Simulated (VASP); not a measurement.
Wanted: the native input for a VASP 6.6.1 run.

- Task: single point
- Functional: PBE
- Potentials or basis: VASP PAW PBE potentials, release 64 (H, C, Si)
- Cutoff: 520 eV
- k mesh: 2 × 2 × 1
- Occupations: gaussian, width 0.02 eV
- Spin: collinear spin, zero start
- Starting moments: [0.0, 0.0, 0.0, 0.0, 0.0, 0.0, 0.0, 0.0, 0.0, 0.0, 0.0, 0.0, 0.0, 0.0, 0.0, 0.0, 0.0, 0.0, 0.0, 0.0, 0.0, 0.0, 0.0, 0.0, 0.0, 0.0, 0.0, 0.0, 0.0, 0.0, 0.0] μB
- Dipole correction: no
- Further INCAR settings: LREAL = Auto; ALGO = Normal; EDIFF = 1e-06; NBANDS = 72

The structure of SiH10C20 lies in POSCAR:

```
SiH10C20
1.0
    5.0487420000      0.0000000000      0.0000000000
    0.0000000000      5.0487420000      0.0000000000
    0.0000000000      0.0000000000     15.8355610000
H C Si
10 20 1
Direct
    0.4277867635      0.0000000000      0.0631490100
    0.0722132365      0.0000000000      0.0631490100
    0.9277869616      0.0000000000      0.0631490100
    0.5722132365      0.0000000000      0.0631490100
    0.4277867635      0.5000000000      0.0631490100
    0.0722132365      0.5000000000      0.0631490100
    0.9277869616      0.5000000000      0.0631490100
    0.5722132365      0.5000000000      0.0631490100
    0.2480085138      0.5017146846      0.3881894680
    0.7490384733      0.5014276824      0.3885042658
    0.2500000990      0.0000000000      0.1032296867
    0.7500000990      0.0000000000      0.1032296867
    0.2500000990      0.5000000000      0.1032296867
    0.7500000990      0.5000000000      0.1032296867
    0.2500000990      0.2500000990      0.1595901781
    0.7500000990      0.2500000990      0.1595901781
    0.2500000990      0.7500000990      0.1595901781
    0.7500000990      0.7500000990      0.1595901781
   -0.0005751928      0.2507800953      0.2110266255
    0.4978986845      0.2480168327      0.2127277335
   -0.0007593971      0.7509977733      0.2199880383
    0.4982900691      0.7489847966      0.2211837648
   -0.0020785376      0.0182057233      0.2713530010
    0.4923745361      0.0132575600      0.2759038976
   -0.0004850713      0.4831054944      0.2729685421
    0.4969740977      0.4808580038      0.2735955487
    0.2367209495      0.0858849591      0.3270250419
    0.7482840280      0.0829511589      0.3241798001
    0.2464790239      0.4091359788      0.3253505196
    0.7492105954      0.4136612645      0.3237083296
    0.8343769596     -0.0465270358      0.4314612536
```

One way to write it, as run:

INCAR

```
SYSTEM = SiH10C20
  ALGO = Normal
  EDIFF = 1E-6
  ENCUT = 520
  GGA = PE
  ISIF = 2
  ISMEAR = 0
  ISPIN = 2
  LASPH = .True.
  LCHARG = .False.
  LORBIT = 11
  LREAL = Auto
  LWAVE = .False.
  MAGMOM = 0 0 0 0 0 0 0 0 0 0 0 0 0 0 0 0 0 0 0 0 0 0 0 0 0 0 0 0 0 0 0
  NBANDS = 72
  NELM = 150
  PREC = Accurate
  SIGMA = 0.02
```

KPOINTS

```
k-points
0
Gamma
  2 2 1
  0 0 0
```

Potentials or basis: VASP PAW PBE potentials, release 64 (H, C, Si).

Launch:

```console
$ cat potpaw_PBE.64/H/POTCAR potpaw_PBE.64/C/POTCAR potpaw_PBE.64/Si/POTCAR > POTCAR
$ mpirun -np 1 vasp_std > vasp.out
```

Results of the run:

```
Largest force                                         : 8.918 eV/Å
Band gap on the k mesh                                : 0.04 eV (least direct gap 0.07 eV)
Net moment                                            : 0.00 μB per cell
Valence electrons inside the program's atomic spheres : H 0.84, 0.69, 0.68 (each value once); C 2.68, 2.60, 2.59, 2.51, 2.66, 2.62, 2.48, 2.47, 2.57, 2.52, 2.56, 2.40, 2.54 (each value once); Si 1.55
```

Caveat: the k points lie up to 0.62 Å⁻¹ apart; there is no dipole correction, which matters where the two faces differ.

Run time: 5.7 min on 1 thread of Intel(R) Xeon(R) 6975P-C (Granite Rapids) (shared host), peak memory 0.66 GiB.
